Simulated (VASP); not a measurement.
Runs of VASP 6.6.1 on NaH. The structure is that of space group Pm-3m (No. 221), or close to it. The cells are those of the table. 

| cell | gap on the mesh (eV) | pressure (GPa) |
| --- | --- | --- |
| a = 2.955, b = 2.955, c = 2.940 Å, 2 atoms | 0.56 | -2.0 |
| a = 2.955, b = 2.955, c = 2.999 Å, 2 atoms | 0.49 | -2.4 |
| a = 2.955, b = 2.955, c = 3.014 Å, 2 atoms | 0.46 | -2.5 |
| a = 2.955, b = 2.955, c = 2.985 Å, 2 atoms | (b) | (a) |
| a = 2.955, b = 2.955, c = 2.911 Å, 2 atoms | 0.53 | -1.8 |
| a = 2.955, b = 2.955, c = 3.007 Å, 2 atoms | 0.48 | -2.4 |
| a = 2.955, b = 2.955, c = 2.926 Å, 2 atoms | 0.55 | -1.9 |
| a = 2.955, b = 2.955, c = 2.970 Å, 2 atoms | 0.55 | -2.2 |
| a = 2.955, b = 2.955, c = 2.896 Å, 2 atoms | 0.51 | -1.7 |

Alike in all rows: task single point; level LDA; potentials or basis VASP PAW LDA potentials, release 64 (Na_pv, H); no spin polarisation; k mesh 12 × 12 × 12; cutoff (eV) 520; smearing gaussian 0.05 eV.

Problem. Estimate the missing entries.

Solution. (a) -2.3; (b) 0.52.

A k mesh can miss the band edges.
